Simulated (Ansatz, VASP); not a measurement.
# Si2W: VASP beside Ansatz

The input INCAR:

```
PREC     = Accurate       # precision mode
ENCUT    = 520            # plane-wave cutoff, eV
EDIFF    = 1E-6           # SCF threshold, eV
ISMEAR   = 0              # smearing method
SIGMA    = 0.15           # smearing width, eV
LREAL    = F              # projectors in reciprocal space
LASPH    = T              # aspherical terms in the spheres
NELM     = 80             # most SCF steps
ALGO     = Normal         # electronic algorithm
ISIF     = 2              # what is computed and relaxed
LWAVE    = F              # write WAVECAR
LCHARG   = F              # write CHGCAR
GGA      = PE             # functional
NBANDS   = 18             # bands
```

File KPOINTS:

```
Automatic mesh
0
Gamma
  14 14 14
```

POSCAR

```
Si2W
1.0
   -1.6144976568      1.6144976568      3.9334139095
    1.6144976568     -1.6144976568      3.9334139095
    1.6144976568      1.6144976568     -3.9334139095
Si W
2 1
Direct
    0.3345744059      0.3345744059      0.0000000000
    0.6654255941      0.6654255941      0.0000000000
    0.0000000000      0.0000000000      0.0000000000
```

Input for Ansatz:

```yaml
crystal:
  lattice:
    - [-1.6144976568, 1.6144976568, 3.9334139095]
    - [1.6144976568, -1.6144976568, 3.9334139095]
    - [1.6144976568, 1.6144976568, -3.9334139095]
  atoms:
    - { symbol: Si, position: [0.3345744059, 0.3345744059, 0.0] }
    - { symbol: Si, position: [0.6654255941, 0.6654255941, 0.0] }
    - { symbol: W, position: [0.0, 0.0, 0.0] }
basis:
  ecutwfc: 420
kpoints:
  mp_grid: { grid: [14, 14, 14] }
hamiltonian:
  xc: pbe
scf:
  occupations: { method: gaussian, width: 0.15 }
output:
  forces: true
  stress: true
  eigenvalues: true
  write_density: true
  write_potential: true
  elf: true
  volumetric_format: npy
```

Alike in both runs: task single point; functional PBE; k mesh 14 × 14 × 14; occupations gaussian, width 0.15 eV; no spin polarisation.

|  | VASP | Ansatz |
| --- | --- | --- |
| version | VASP 6.6.1 | Ansatz 0.2.0 |
| potentials or method | VASP PAW PBE potentials, release 64 (Si, W_sv), cutoff 520 eV | scalar-relativistic, plane waves, PAW |
| valence electrons in the cell | 22 | 22 |

|  | VASP | Ansatz | Ansatz less VASP |
| --- | --- | --- | --- |
| gap on the k mesh at the Fermi level (eV) | none | none | - |
| pressure (GPa) | 0.1 | 0.0 | -0.05 |

A gap of «none» marks a metal or a gap that the smearing closes.

Neither program's run includes spin-orbit coupling.
